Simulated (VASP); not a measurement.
# MnO2 (P-3m1) in VASP: a series of runs

The runs below take MnO2 through single point, relaxation of cell and atoms, with PBEsol, RPBE+D4, RPBE+D3(BJ).

Everything below comes from runs of VASP 6.6.1. Logs are shortened: lines on timing, memory, paths and dates and some standing lists are left out, and cuts for length are marked.

### Step 1. The cell of the first run

The structure is trigonal, space group P-3m1 (No. 164). The conventional cell has a = 2.857 Å, b = 2.857 Å, c = 4.693 Å, α = 90.00°, β = 90.00°, γ = 120.00°. Mn (site symmetry -3m) has 6 O at 1.90 Å within 2.5 Å. O (site symmetry 3m) has 3 Mn at 1.90 Å within 2.5 Å.

### Step 2. Single point, PBEsol, collinear spin, ferromagnetic start

File INCAR:

```
SYSTEM = MnO2
PREC = Accurate
ENCUT = 600
EDIFF = 1E-6
ISMEAR = -1
SIGMA = 0.05
LREAL = .FALSE.
LASPH = .TRUE.
NELM = 200
ALGO = Normal
ISIF = 2
LWAVE = .FALSE.
LCHARG = .FALSE.
ISPIN = 2
MAGMOM = 4 0 0
LORBIT = 11
LMAXMIX = 4
GGA = PS
NBANDS = 24
GGA_COMPAT = .FALSE.
```

File KPOINTS:

```
Automatic mesh
0
G
  9 9 5
  0 0 0
```

File POSCAR:

```
MnO2
1.0
    2.8565781804      0.0000000000      0.0000000000
   -1.4282890902      2.4738692722      0.0000000000
    0.0000000000      0.0000000000      4.6934015401
Mn O
1 2
Direct
    0.0000000000      0.0000000000      0.5000000000
    0.3333333333      0.6666666667      0.7005671084
    0.6666666667      0.3333333333      0.2994328916
```

Potentials or basis: VASP PAW PBE potentials, release 64 (Mn_sv, O).

Command:

```sh
$ cat potpaw_PBE.64/Mn_sv/POTCAR potpaw_PBE.64/O/POTCAR > POTCAR
$ mpirun -np 1 vasp_std > vasp.out
```

OUTCAR:

```text
SYSTEM = MnO2
   PREC = Accurate
   ENCUT = 600
   EDIFF = 1E-6
   ISMEAR = -1
   LREAL = .FALSE.
   LASPH = .TRUE.
   NELM = 200
   ISIF = 2
   ISPIN = 2
   LORBIT = 11
   GGA = PS

 ion  position               nearest neighbor table
   1  0.000  0.000  0.500-   2 1.90   3 1.90   3 1.90   2 1.90   3 1.90   2 1.90
   2  0.333  0.667  0.701-   1 1.90   1 1.90   1 1.90
   3  0.667  0.333  0.299-   1 1.90   1 1.90   1 1.90

  LATTYP: Found a hexagonal cell.
 ALAT       =     2.8565781804
 C/A-ratio  =     1.6430152594

  Lattice vectors:

 A1 = (   2.8565781804,   0.0000000000,   0.0000000000)
 A2 = (  -1.4282890902,   2.4738692722,   0.0000000000)
 A3 = (   0.0000000000,   0.0000000000,   4.6934015401)

Analysis of symmetry for initial positions (statically):
=====================================================================
 Subroutine PRICEL returns:
 Original cell was already a primitive cell.

 Routine SETGRP: Setting up the symmetry group for a
 hexagonal supercell.

 Subroutine GETGRP returns: Found 12 space group operations
 (whereof 12 operations were pure point group operations)
 out of a pool of 24 trial point group operations.

The static configuration has the point symmetry D_3d.

Analysis of symmetry for dynamics (positions and initial velocities):
=====================================================================
 Subroutine PRICEL returns:
 Original cell was already a primitive cell.

 Routine SETGRP: Setting up the symmetry group for a
 hexagonal supercell.

 Subroutine GETGRP returns: Found 12 space group operations
 (whereof 12 operations were pure point group operations)
 out of a pool of 24 trial point group operations.

The dynamic configuration has the point symmetry D_3d.

Analysis of structural, dynamic, and magnetic symmetry:
=====================================================================
 Subroutine PRICEL returns:
 Original cell was already a primitive cell.

 Routine SETGRP: Setting up the symmetry group for a
 hexagonal supercell.

 Subroutine GETGRP returns: Found 12 space group operations
 (whereof 12 operations were pure point group operations)
 out of a pool of 24 trial point group operations.

The overall configuration has the point symmetry D_3d.

 Subroutine INISYM returns: Found 12 space group operations
 (whereof 12 operations are pure point group operations),
 and found     1 'primitive' translations

----------------------------------------------------------------------------------------

                                     Primitive cell

  volume of cell :      33.1673

  direct lattice vectors                    reciprocal lattice vectors
     2.856578180  0.000000000  0.000000000     0.350069187  0.202112539  0.000000000
    -1.428289090  2.473869272  0.000000000     0.000000000  0.404225078  0.000000000
     0.000000000  0.000000000  4.693401540     0.000000000  0.000000000  0.213065085

  length of vectors
     2.856578180  2.856578180  4.693401540     0.404225078  0.404225078  0.213065085

  position of ions in fractional coordinates (direct lattice)
     0.000000000  0.000000000  0.500000000
     0.333333333  0.666666667  0.700567108
     0.666666667  0.333333333  0.299432892

  ion indices of the primitive-cell ions
   primitive index   ion index
                 1           1
                 2           2
                 3           3

----------------------------------------------------------------------------------------

 KPOINTS: Automatic mesh

Automatic generation of k-mesh.
 Grid dimensions read from file:
 generate k-points for:    9    9    5

 Generating k-lattice:

  Cartesian coordinates                     Fractional coordinates (reciprocal lattice)
     0.038896576  0.022456949  0.000000000     0.111111111  0.000000000  0.000000000
     0.000000000  0.044913898  0.000000000     0.000000000  0.111111111  0.000000000
     0.000000000  0.000000000  0.042613017     0.000000000  0.000000000  0.200000000

  Length of vectors
     0.044913898  0.044913898  0.042613017

  Shift w.r.t. Gamma in fractional coordinates (k-lattice)
     0.000000000  0.000000000  0.000000000

 Subroutine IBZKPT returns following result:
 ===========================================

 Found     50 irreducible k-points:

 Following reciprocal coordinates:
            Coordinates               Weight
  0.000000  0.000000  0.000000      1.000000
  0.111111  0.000000  0.000000      6.000000
  0.222222  0.000000  0.000000      6.000000
  0.333333  0.000000  0.000000      6.000000
  0.444444  0.000000  0.000000      6.000000
  0.111111  0.111111  0.000000      6.000000
[... 16 lines left out ...]
  0.222222  0.111111  0.200000     12.000000
 -0.111111  0.333333  0.200000     12.000000
 [... further k-points ...]
   k-points           NKPTS =     50   k-points in BZ     NKDIM =     50   number of bands    NBANDS=     24
   number of dos      NEDOS =    301   number of ions     NIONS =      3
   total plane-waves  NPLWV =  23040
   dimension x,y,z NGX =    24 NGY =   24 NGZ =   40
   dimension x,y,z NGXF=    48 NGYF=   48 NGZF=   80
   ions per type =               1   2
   NGX,Y,Z   is equivalent  to a cutoff of  13.97, 13.97, 14.17 a.u.
   NGXF,Y,Z  is equivalent  to a cutoff of  27.93, 27.93, 28.34 a.u.
 SYSTEM =  MnO2
   PREC   = accura    normal or accurate (medium, high low for compatibility)
   ISTART =      0    job   : 0-new  1-cont  2-samecut
   ICHARG =      2    charge: 1-file 2-atom 10-const
   ISPIN  =      2    spin polarized calculation?
   LNONCOLLINEAR =      F non collinear calculations
   LSORBIT =      F    spin-orbit coupling
   LASPH  =      T    aspherical Exc in radial PAW
   ENCUT  =  600.0 eV  44.10 Ry    6.64 a.u.   5.71  5.71  9.37*2*pi/ulx,y,z
   NELM   =    200;   NELMIN=  2; NELMDL= -5     # of ELM steps
   EDIFF  = 0.1E-05   stopping-criterion for ELM
   LREAL  =      F    real-space projection
[... 7 lines left out ...]
   TEBEG  =    0.0;   TEEND  =   0.0 temperature during run
   PSTRESS=    0.0 pullay stress
   NELECT =      27.0000    total number of electrons
   NUPDOWN=      -1.0000    fix difference up-down
   EMIN   =  10.00;   EMAX   =-10.00  energy-range for DOS
   EFERMI =   0.00;   METHOD = LEGACY
   ISMEAR =    -1;   SIGMA  =   0.05  broadening in eV -4-tet -1-fermi 0-gaus
   EFERMI_NEDOS =   21; number of points for ismear=-14 and -15
   IALGO  =     38    algorithm
   IMIX   =      4    mixing-type and parameters
     AMIX     =   0.40;   BMIX     =  1.00
     AMIX_MAG =   1.60;   BMIX_MAG =  1.00
  volume/ion in A,a.u.               =      11.06        74.61
  Fermi-wavevector in a.u.,A,eV,Ry     =   1.528595  2.888627 31.791428  2.336604
  Thomas-Fermi vector in A             =   2.636332
   LORBIT       =     11    0 simple, 1 ext, 2 COOP (PROOUT), +10 PAW based schemes
   GGA     = PS    functional components
   LHFCALC =     F    Hartree Fock is set to
   AEXX    =    0.0000 exact exchange contribution
   IVDW    =     0    specifies the selected vdW correction
   LEPSILON=     F    determine dielectric tensor
   LRPA    =     F    only Hartree local field effects (RPA)
 spin polarized calculation
  energy-cutoff  :      600.00
  volume of cell :       33.17
 maximum number of plane-waves:      1118
 NGX is ok and might be reduce to    24
   NGX = 11   NGY = 11   NGZ = 19

 number of electron      27.0000013 magnetization       3.0000852

 Free energy of the ion-electron system (eV)
  ---------------------------------------------------
  ext. energy  EPLUGINS =         0.00000000
  ---------------------------------------------------
  free energy    TOTEN  =       -25.25606274 eV

  energy without entropy =      -25.25604343  energy(sigma->0) =      -25.25605308

 E-fermi :   4.5199     XC(G=0): -10.9257

 val. band max:        4.1508621069   @ k =   0.0000   0.1111   0.4000
 cond. band min:       4.8706454599   @ k =   0.0000   0.0000   0.4000
 fundamental gap:      0.7197833530
 Fermi energy:         4.5198608892

 spin component 1

 k-point     1 :       0.0000    0.0000    0.0000
  band No.  band energies     occupation
      1     -77.2212      1.00000
      2     -45.9901      1.00000
      3     -45.9901      1.00000
      4     -45.9851      1.00000
      5     -15.5601      1.00000
      6     -13.1752      1.00000
[... 16 lines left out ...]
     23      25.6210      0.00000
     24      27.4526      0.00000
[... 598 lines left out ...]
      2     -46.0919      1.00000
      3     -46.0205      1.00000
      4     -45.9675      1.00000
      5     -14.5861      1.00000
      6     -13.4806      1.00000
[... 16 lines left out ...]
     23      22.9022      0.00000
     24      25.0771      0.00000

 [... further k-points ...]

 spin component 2

 k-point     1 :       0.0000    0.0000    0.0000
  band No.  band energies     occupation
      1     -74.0608      1.00000
      2     -42.9549      1.00000
      3     -42.9549      1.00000
      4     -42.7824      1.00000
      5     -15.3798      1.00000
      6     -13.0476      1.00000
[... 16 lines left out ...]
     23      26.0350      0.00000
     24      28.3829      0.00000
[... 598 lines left out ...]
      2     -43.0756      1.00000
      3     -42.9902      1.00000
      4     -42.7598      1.00000
      5     -14.4182      1.00000
      6     -13.3338      1.00000
[... 16 lines left out ...]
     23      23.4528      0.00000
     24      25.4721      0.00000

 [... further k-points ...]

------------------------ aborting loop because EDIFF is reached ----------------------------------------

  FORCE on cell =-STRESS in cart. coord.  units (eV):
  Direction    XX          YY          ZZ          XY          YZ          ZX
  --------------------------------------------------------------------------------------
  -------------------------------------------------------------------------------------
  Total       -0.6085065     -0.6085065     -0.1282050     -0.0000000      0.0000000      0.0000000
  in kB      -29.3944442    -29.3944442     -6.1930539     -0.0000000      0.0000000      0.0000000
  external PRESSURE =     -21.6606474 kB  Pullay stress =       0.0000000 kB

 VOLUME and BASIS-vectors are now :
 -----------------------------------------------------------------------------
  energy-cutoff  :      600.00
  volume of cell :       33.17
      direct lattice vectors                 reciprocal lattice vectors
     2.856578180  0.000000000  0.000000000     0.350069187  0.202112539  0.000000000
    -1.428289090  2.473869272  0.000000000     0.000000000  0.404225078  0.000000000
     0.000000000  0.000000000  4.693401540     0.000000000  0.000000000  0.213065085

 POSITION                                       TOTAL-FORCE (eV/Angst)
 -----------------------------------------------------------------------------------
      0.00000      0.00000      2.34670         0.000000      0.000000      0.000000
     -0.00000      1.64925      3.28804        -0.000000      0.000000     -0.006822
      1.42829      0.82462      1.40536        -0.000000     -0.000000      0.006822
 -----------------------------------------------------------------------------------
    total drift:                                0.000000      0.000000     -0.000000

  FREE ENERGIE OF THE ION-ELECTRON SYSTEM (eV)
  ---------------------------------------------------
  free  energy   TOTEN  =       -25.2560627381 eV

  energy  without entropy=      -25.2560434266  energy(sigma->0) =      -25.25605308

 total charge

# of ion       s       p       d       tot
------------------------------------------
    1        2.207   6.113   4.462  12.782
    2        1.573   3.408   0.000   4.981
    3        1.573   3.408   0.000   4.981
--------------------------------------------------
tot          5.353  12.929   4.462  22.744

 magnetization (x)

# of ion       s       p       d       tot
------------------------------------------
    1        0.024   0.018   2.677   2.719
    2        0.004   0.039   0.000   0.042
    3        0.004   0.039   0.000   0.042
--------------------------------------------------
tot          0.031   0.095   2.677   2.803
```

Wall time 41 s (1 thread of Intel Xeon 6975P-C (Granite Rapids), shared host); peak memory 0.21 GiB.

What came out:

```yaml
Free_energy: -25.2561 eV
Pressure: -2.2 GPa
Largest_force: 0.007 eV/Å
Band_gap_on_the_k_mesh: 0.72 eV, indirect (least direct gap 0.77 eV)
Net_moment: 3.00 μB per cell
Site_moments: Mn +2.72; O +0.04 μB
Valence_electrons_inside_the_program's_atomic_spheres: Mn 12.78; O 4.98
```

Forces in eV/Å, atoms in the order of the input:
```
Mn   0.000  0.000  0.000
O    0.000  0.000 -0.007
O    0.000  0.000  0.007
```

Caveat: the PAW data sets were made with another functional, which shifts forces and pressure a little; a cell with one magnetic atom can't hold antiferromagnetic order, which such compounds often take. A k mesh can miss the band edges.

### Step 3. Single point, PBEsol, collinear spin, ferromagnetic start

This run uses another cell than the first one, of 10.95 Å³/atom, 0.990 times its volume.

File INCAR:

```
SYSTEM = MnO2
ALGO     = Normal         ! electronic algorithm
EDIFF    = 1E-6           ! SCF threshold, eV
ENCUT    = 600            ! plane-wave cutoff, eV
GGA      = PS             ! functional
GGA_COMPAT= .FALSE.      
ISIF     = 2              ! what is computed and relaxed
ISMEAR   = -1             ! smearing method
ISPIN    = 2              ! spin polarisation
LASPH    = .TRUE.         ! aspherical terms in the spheres
LCHARG   = .FALSE.        ! write CHGCAR
LMAXMIX  = 4              ! l up to which the mixer works
LORBIT   = 11             ! projections on sites
LREAL    = .FALSE.        ! projectors in reciprocal space
LWAVE    = .FALSE.        ! write WAVECAR
MAGMOM   = 4 0 0          ! initial moments
NBANDS   = 24             ! bands
NELM     = 200            ! most SCF steps
PREC     = Accurate       ! precision mode
SIGMA    = 0.05           ! smearing width, eV
```

File KPOINTS:

```
k-points
0
G
  9 9 5
  0 0 0
```

File POSCAR:

```
MnO2
1.0
    2.8565781804      0.0000000000      0.0000000000
   -1.4282890902      2.4738692722      0.0000000000
    0.0000000000      0.0000000000      4.6473877995
Mn O
1 2
Direct
    0.0000000000      0.0000000000      0.5000000000
    0.3333333333      0.6666666667      0.7024987571
    0.6666666667      0.3333333333      0.2975012429
```

Potentials or basis: VASP PAW PBE potentials, release 64 (Mn_sv, O).

Command:

```sh
$ cat potpaw_PBE.64/Mn_sv/POTCAR potpaw_PBE.64/O/POTCAR > POTCAR
$ mpirun -np 1 vasp_std > vasp.out
```

Run time: 55 s. Hardware: 1 thread of Intel Xeon 6975P-C (Granite Rapids), shared host; peak memory 0.22 GiB.

Results (log left out):

```yaml
Free_energy: -25.2549 eV
Pressure: -2.1 GPa
Largest_force: 0.006 eV/Å
Band_gap_on_the_k_mesh: 0.71 eV, indirect (least direct gap 0.77 eV)
Net_moment: 3.00 μB per cell
Site_moments: Mn +2.72; O +0.04 μB
Valence_electrons_inside_the_program's_atomic_spheres: Mn 12.78; O 4.98
```

Forces in eV/Å, atoms in the order of the input:
```
Mn   0.000  0.000  0.000
O    0.000  0.000 -0.006
O    0.000  0.000  0.006
```

Stress tensor (GPa, compression positive):
```
-2.91  0.00  0.00
 0.00 -2.91  0.00
 0.00  0.00 -0.48
```

Levels at points of the mesh, in eV from the valence-band top:
Spin up:
```
           k point  band 11  band 12  band 13  band 14  band 15  band 16  band 17  band 18  band 19  band 20
(0.00, 0.00, 0.00)    -2.42    -1.53    -1.53    -1.32    -0.34     2.86     2.86     6.90    10.12    14.43
```
Spin down:
| k point | band 10 | band 11 | band 12 | band 13 | band 14 | band 15 |
| --- | --- | --- | --- | --- | --- | --- |
| (0.00, 0.00, 0.00) | -1.44 | -1.44 | -1.14 | 0.72 | 0.72 | 2.39 |

Caveat: the PAW data sets were made with another functional, which shifts forces and pressure a little; a cell with one magnetic atom can't hold antiferromagnetic order, which such compounds often take. A k mesh can miss the band edges.

(Continued in part 2 of 2.)
